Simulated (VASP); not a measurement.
# SiC (P6_3mc) in VASP: further runs

Runs on SiC. Level: PBEsol. Tasks: electric field gradients.

All numbers are computed with VASP 6.6.1; they aren't measurements. Logs are shortened: lines on timing, memory, paths and dates and some standing lists are left out, and cuts for length are marked.

### 1 The cell of the first run

Symmetry: P6_3mc, No. 186, hexagonal system. The conventional cell has a = 3.066 Å, b = 3.066 Å, c = 5.031 Å, α = 90.00°, β = 90.00°, γ = 120.00°. Si (site symmetry 3m) has 4 C at 1.86 to 1.94 Å within 2.5 Å. Within 2.5 Å of C (site symmetry 3m) lie 4 Si at 1.86 to 1.94 Å.

### 2 Electric field gradients, PBEsol (10.24 Å³/atom)

File INCAR:

```
SYSTEM = SiC
PREC = Accurate ; ENCUT = 520
EDIFF = 1E-8 ; ISMEAR = -1
SIGMA = 0.08 ; LREAL = .False.
LASPH = .True. ; NELM = 80
ALGO = Normal ; ISIF = 2
LWAVE = .False. ; LCHARG = .False.
GGA = PS ; LEFG = .True.
NBANDS = 16
```

File KPOINTS:

```
regular mesh
0
Gamma
  15 15 8
  0 0 0
```

File POSCAR:

```
SiC
1.0
    3.0657105101      0.0000000000      0.0000000000
   -1.5328552551      2.6549831825      0.0000000000
    0.0000000000      0.0000000000      5.0311169308
Si C
2 2
Direct
    0.3333333333      0.6666666667      0.0000000000
    0.6666666667      0.3333333333      0.5000000000
    0.3333333333      0.6666666667      0.3850000000
    0.6666666667      0.3333333333      0.8850000000
```

Potentials or basis: VASP PAW PBE potentials, release 64 (Si, C).

On the command line:

```
$ cat potpaw_PBE.64/Si/POTCAR potpaw_PBE.64/C/POTCAR > POTCAR
$ mpirun -np 1 vasp_std > vasp.out
```

OUTCAR:

```text
SYSTEM = SiC
   PREC = Accurate
   ENCUT = 520
   EDIFF = 1E-8
   ISMEAR = -1
   LREAL = .False.
   LASPH = .True.
   NELM = 80
   ISIF = 2
   GGA = PS

 ion  position               nearest neighbor table
   1  0.333  0.667  0.000-   4 1.86   4 1.86   4 1.86   3 1.94   2 3.08   2 3.08   2 3.08   2 3.08
                             2 3.08   2 3.08
   2  0.667  0.333  0.500-   3 1.86   3 1.86   3 1.86   4 1.94   1 3.08   1 3.08   1 3.08   1 3.08
                             1 3.08   1 3.08
   3  0.333  0.667  0.385-   2 1.86   2 1.86   2 1.86   1 1.94
   4  0.667  0.333  0.885-   1 1.86   1 1.86   1 1.86   2 1.94

  LATTYP: Found a hexagonal cell.
 ALAT       =     3.0657105101
 C/A-ratio  =     1.6410932846

  Lattice vectors:

 A1 = (   3.0657105101,   0.0000000000,   0.0000000000)
 A2 = (  -1.5328552551,   2.6549831825,   0.0000000000)
 A3 = (   0.0000000000,   0.0000000000,   5.0311169308)

Analysis of symmetry for initial positions (statically):
=====================================================================
 Subroutine PRICEL returns:
 Original cell was already a primitive cell.

 Routine SETGRP: Setting up the symmetry group for a
 hexagonal supercell.

 Subroutine GETGRP returns: Found 12 space group operations
 (whereof  6 operations were pure point group operations)
 out of a pool of 24 trial point group operations.

The static configuration has the point symmetry C_3v.
 The point group associated with its full space group is C_6v.

Analysis of symmetry for dynamics (positions and initial velocities):
=====================================================================
 Subroutine PRICEL returns:
 Original cell was already a primitive cell.

 Routine SETGRP: Setting up the symmetry group for a
 hexagonal supercell.

 Subroutine GETGRP returns: Found 12 space group operations
 (whereof  6 operations were pure point group operations)
 out of a pool of 24 trial point group operations.

The dynamic configuration has the point symmetry C_3v.
 The point group associated with its full space group is C_6v.

 Subroutine INISYM returns: Found 12 space group operations
 (whereof  6 operations are pure point group operations),
 and found     1 'primitive' translations

----------------------------------------------------------------------------------------

                                     Primitive cell

  volume of cell :      40.9503

  direct lattice vectors                    reciprocal lattice vectors
     3.065710510  0.000000000  0.000000000     0.326188659  0.188325110  0.000000000
    -1.532855255  2.654983183  0.000000000     0.000000000  0.376650220  0.000000000
     0.000000000  0.000000000  5.031116931     0.000000000  0.000000000  0.198763021

  length of vectors
     3.065710510  3.065710510  5.031116931     0.376650220  0.376650220  0.198763021

  position of ions in fractional coordinates (direct lattice)
     0.333333333  0.666666667  0.000000000
     0.666666667  0.333333333  0.500000000
     0.333333333  0.666666667  0.385000000
     0.666666667  0.333333333  0.885000000

  ion indices of the primitive-cell ions
   primitive index   ion index
                 1           1
                 2           2
                 3           3
                 4           4

----------------------------------------------------------------------------------------

 KPOINTS: regular mesh

Automatic generation of k-mesh.
 Grid dimensions read from file:
 generate k-points for:   15   15    8

 Generating k-lattice:

  Cartesian coordinates                     Fractional coordinates (reciprocal lattice)
[... 44 lines left out ...]
   total plane-waves  NPLWV =  23040
   dimension x,y,z NGX =    24 NGY =   24 NGZ =   40
   dimension x,y,z NGXF=    48 NGYF=   48 NGZF=   80
   ions per type =               2   2
   NGX,Y,Z   is equivalent  to a cutoff of  13.01, 13.01, 13.22 a.u.
   NGXF,Y,Z  is equivalent  to a cutoff of  26.03, 26.03, 26.43 a.u.
 SYSTEM =  SiC
   PREC   = accura    normal or accurate (medium, high low for compatibility)
   ISTART =      0    job   : 0-new  1-cont  2-samecut
   ICHARG =      2    charge: 1-file 2-atom 10-const
   ISPIN  =      1    spin polarized calculation?
   LNONCOLLINEAR =      F non collinear calculations
   LSORBIT =      F    spin-orbit coupling
   LASPH  =      T    aspherical Exc in radial PAW
   ENCUT  =  520.0 eV  38.22 Ry    6.18 a.u.   5.70  5.70  9.35*2*pi/ulx,y,z
   NELM   =     80;   NELMIN=  2; NELMDL= -5     # of ELM steps
   EDIFF  = 0.1E-07   stopping-criterion for ELM
   LREAL  =      F    real-space projection
   EDIFFG = 0.1E-06   stopping-criterion for IOM
   NSW    =      0    number of steps for IOM
   IBRION =     -1    ionic relax: 0-MD 1-quasi-New 2-CG
   NFREE  =      0    steps in history (QN), initial steepest desc. (CG)
   ISIF   =      2    stress and relaxation
   ISYM   =      2    0-nonsym 1-usesym 2-fastsym
   POTIM  = 0.5000    time-step for ionic-motion
   TEBEG  =    0.0;   TEEND  =   0.0 temperature during run
   PSTRESS=    0.0 pullay stress
   NELECT =      16.0000    total number of electrons
   NUPDOWN=      -1.0000    fix difference up-down
   EMIN   =  10.00;   EMAX   =-10.00  energy-range for DOS
   EFERMI =   0.00;   METHOD = LEGACY
   ISMEAR =    -1;   SIGMA  =   0.08  broadening in eV -4-tet -1-fermi 0-gaus
   EFERMI_NEDOS =   21; number of points for ismear=-14 and -15
   IALGO  =     38    algorithm
   IMIX   =      4    mixing-type and parameters
     AMIX     =   0.40;   BMIX     =  1.00
     AMIX_MAG =   1.60;   BMIX_MAG =  1.00
  volume/ion in A,a.u.               =      10.24        69.09
  Fermi-wavevector in a.u.,A,eV,Ry     =   1.196821  2.261663 19.488706  1.432380
  Thomas-Fermi vector in A             =   2.332751
   LORBIT       =      0    0 simple, 1 ext, 2 COOP (PROOUT), +10 PAW based schemes
   GGA     = PS    functional components
   LHFCALC =     F    Hartree Fock is set to
   AEXX    =    0.0000 exact exchange contribution
   IVDW    =     0    specifies the selected vdW correction
   LEPSILON=     F    determine dielectric tensor
   LRPA    =     F    only Hartree local field effects (RPA)
 non-spin polarized calculation
  energy-cutoff  :      520.00
  volume of cell :       40.95
 maximum number of plane-waves:      1116
 NGX is ok and might be reduce to    24
   NGX = 11   NGY = 11   NGZ = 19

 number of electron      16.0000000 magnetization

 Free energy of the ion-electron system (eV)
  ---------------------------------------------------
  ext. energy  EPLUGINS =         0.00000000
  ---------------------------------------------------
  free energy    TOTEN  =       -31.78145700 eV

  energy without entropy =      -31.78145698  energy(sigma->0) =      -31.78145699

 E-fermi :   9.5677     XC(G=0): -11.5409

 val. band max:        8.4687940594   @ k =   0.0000   0.0000   0.0000
 cond. band min:      10.6113384575   @ k =   0.3333   0.3333   0.0000
 fundamental gap:      2.1425443980
 Fermi energy:         9.5677387529

 k-point     1 :       0.0000    0.0000    0.0000
  band No.  band energies     occupation
      1      -7.3528      2.00000
      2      -3.7745      2.00000
      3      -0.3482      2.00000
      4       6.9074      2.00000
      5       6.9074      2.00000
      6       8.1985      2.00000
[... 433 lines left out ...]
      3       0.9201      2.00000
      4       2.1418      2.00000
      5       2.6102      2.00000
      6       3.6171      2.00000
[... 8 lines left out ...]
     15      19.4710      0.00000
     16      20.3335      0.00000

 [... further k-points ...]

------------------------ aborting loop because EDIFF is reached ----------------------------------------

  FORCE on cell =-STRESS in cart. coord.  units (eV):
  Direction    XX          YY          ZZ          XY          YZ          ZX
  --------------------------------------------------------------------------------------
  -------------------------------------------------------------------------------------
  Total        1.2014761      1.2014761     -0.1719952     -0.0000000      0.0000000      0.0000000
  in kB       47.0076327     47.0076327     -6.7292969     -0.0000000      0.0000000      0.0000000
  external PRESSURE =      29.0953228 kB  Pullay stress =       0.0000000 kB

 VOLUME and BASIS-vectors are now :
 -----------------------------------------------------------------------------
  energy-cutoff  :      520.00
  volume of cell :       40.95
      direct lattice vectors                 reciprocal lattice vectors
     3.065710510  0.000000000  0.000000000     0.326188659  0.188325110  0.000000000
    -1.532855255  2.654983183  0.000000000     0.000000000  0.376650220  0.000000000
     0.000000000  0.000000000  5.031116931     0.000000000  0.000000000  0.198763021

 POSITION                                       TOTAL-FORCE (eV/Angst)
 -----------------------------------------------------------------------------------
     -0.00000      1.76999      0.00000         0.000000     -0.000000      0.767125
      1.53286      0.88499      2.51556        -0.000000     -0.000000      0.767125
     -0.00000      1.76999      1.93698         0.000000     -0.000000     -0.767125
      1.53286      0.88499      4.45254        -0.000000      0.000000     -0.767125
 -----------------------------------------------------------------------------------
    total drift:                                0.000000      0.000000     -0.000094

  FREE ENERGIE OF THE ION-ELECTRON SYSTEM (eV)
  ---------------------------------------------------
  free  energy   TOTEN  =       -31.7814569968 eV

  energy  without entropy=      -31.7814569789  energy(sigma->0) =      -31.78145699

 Electric field gradients (V/A^2)
---------------------------------------------------------------------
 ion       V_xx      V_yy      V_zz      V_xy      V_xz      V_yz
---------------------------------------------------------------------
   1      -8.676    -8.676    17.352    -0.000     0.000    -0.000
   2      -8.676    -8.676    17.352    -0.000    -0.000     0.000
   3      -1.512    -1.512     3.024    -0.000    -0.000     0.000
   4      -1.512    -1.512     3.024    -0.000     0.000    -0.000
---------------------------------------------------------------------

 Electric field gradients after diagonalization (V/A^2)
 (convention: |V_zz| > |V_xx| > |V_yy|)
----------------------------------------------------------------------
 ion       V_xx      V_yy      V_zz     asymmetry (V_yy - V_xx)/ V_zz
----------------------------------------------------------------------
   1      -8.676    -8.676    17.352       0.000
   2      -8.676    -8.676    17.352       0.000
   3      -1.512    -1.512     3.024       0.000
   4      -1.512    -1.512     3.024       0.000
----------------------------------------------------------------------

           NMR quadrupolar parameters

 Cq : quadrupolar parameter    Cq=e*Q*V_zz/h
 eta: asymmetry parameters     (V_yy - V_xx)/ V_zz
 Q  : nuclear electric quadrupole moment in mb (millibarn)
----------------------------------------------------------------------
 ion       Cq(MHz)       eta       Q (mb)
----------------------------------------------------------------------
   1       0.042       0.000       1.000
   2       0.042       0.000       1.000
   3       0.007       0.000       1.000
   4       0.007       0.000       1.000
----------------------------------------------------------------------
```

Run time: 99 s. Hardware: 1 thread of Intel Xeon 8259CL, shared host; peak memory 0.2 GiB.

What came out:

```yaml
Free_energy: -31.7815 eV
Pressure: 2.9 GPa
Largest_force: 0.767 eV/Å
Band_gap_on_the_k_mesh: 2.14 eV (least direct gap 3.99 eV)
Largest_electric_field_gradient_by_atom: Si +17.4; C +3.0 V/Å²
```

Forces on the atoms (eV/Å):
```
Si   0.000  0.000  0.767
Si   0.000  0.000  0.767
C    0.000  0.000 -0.767
C    0.000  0.000 -0.767
```

Stress tensor (GPa, compression positive):
```
 4.70  0.00  0.00
 0.00  4.70  0.00
 0.00  0.00 -0.67
```

Levels at points of the mesh, in eV from the valence-band top:
```tsv
k point	band 5	band 6	band 7	band 8	band 9	band 10	band 11	band 12
(0.00, 0.00, 0.00)	-1.56	-0.27	-0.27	0.00	4.66	6.08	6.49	6.49
(0.00, 0.00, 0.50)	-0.97	-0.97	-0.97	-0.97	5.74	5.74	7.15	7.15
```

Electric field gradients, principal values (V/Å²):
```tsv
atom	least	middle	greatest (by size)
1 Si	-8.676	-8.676	17.352
2 Si	-8.676	-8.676	17.352
3 C	-1.512	-1.512	3.024
4 C	-1.512	-1.512	3.024
```

Caveat: without QUAD_EFG the Cq values of the log hold for a quadrupole moment of 1 mb, not for the nuclei; the PAW data sets were made with another functional, which shifts forces and pressure a little; an odd mesh through Γ misses points on the zone boundary, where band edges can lie.

(Continued in part 2 of 3.)
